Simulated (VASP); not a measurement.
**Ti2Al: single point with PBE**

Crystal: Ti2Al.

```
CELL_PARAMETERS angstrom
4.54304 0.00000 0.00000
-2.27152 3.93439 0.00000
0.00000 0.00000 2.72898
ATOMIC_POSITIONS crystal
Ti 0.33333 0.66667 0.50000
Ti 0.66667 0.33333 0.50000
Al 0.00000 0.00000 0.00000
```

The cell was built from a structure type or drawn by symmetry, and may not be a known phase.

| Property | Result |
| --- | --- |
| Program | VASP 6.6.1 |
| Task | single point |
| Functional | PBE |
| Potentials or basis | VASP PAW PBE potentials, release 64 (Ti_sv, Al) |
| Cutoff | 520 eV |
| k mesh | 6 × 6 × 6 |
| Occupations | gaussian, width 0.1 eV |
| Spin | collinear spin |
| Starting moments | [1.0, 1.0, 0.0] μB |
| Dipole correction | no |
| Further INCAR settings | ALGO = Normal; EDIFF = 1e-07; NBANDS = 24 |

| Item | Value |
| --- | --- |
| Pressure | 0.0 GPa |
| Net moment | 0.32 μB per cell |
| Site moments | Ti +0.13; Al -0.00 μB |
| Valence electrons inside the program's atomic spheres | Ti 10.35; Al 0.79 |

Stress tensor (GPa, compression positive):
```
 0.08  0.00  0.00
 0.00  0.08  0.00
 0.00  0.00 -0.18
```

Levels at points of the mesh, in eV from the Fermi level:
Spin up:
| k point | band 12 | band 13 | band 14 | band 15 | band 16 | band 17 |
| --- | --- | --- | --- | --- | --- | --- |
| (0.00, 0.00, 0.00) | -1.53 | -0.21 | 0.16 | 0.16 | 2.21 | 2.21 |
| (0.50, 0.00, 0.00) | -1.48 | -0.60 | -0.26 | -0.09 | 1.99 | 2.20 |
| (0.00, 0.00, 0.50) | -1.46 | 0.18 | 0.18 | 0.33 | 0.33 | 1.29 |
| (0.50, 0.00, 0.50) | -1.46 | -0.56 | 0.12 | 0.26 | 1.71 | 3.01 |
Spin down:
```
           k point  band 10  band 11  band 12  band 13  band 14  band 15  band 16  band 17
(0.00, 0.00, 0.00)    -2.10    -2.10    -1.35     0.00     0.30     0.30     2.27     2.27
(0.50, 0.00, 0.00)    -4.59    -1.83    -1.44    -0.39    -0.06     0.04     2.05     2.30
(0.00, 0.00, 0.50)    -3.11    -1.41    -1.41     0.22     0.22     0.42     0.42     1.44
(0.50, 0.00, 0.50)    -2.64    -2.34    -1.41    -0.40     0.25     0.42     1.76     3.12
```

It took 100 s on 1 thread of Intel Xeon 8259CL (shared host), peak memory 0.21 GiB.

Caveat: the k points lie up to 0.38 Å⁻¹ apart.
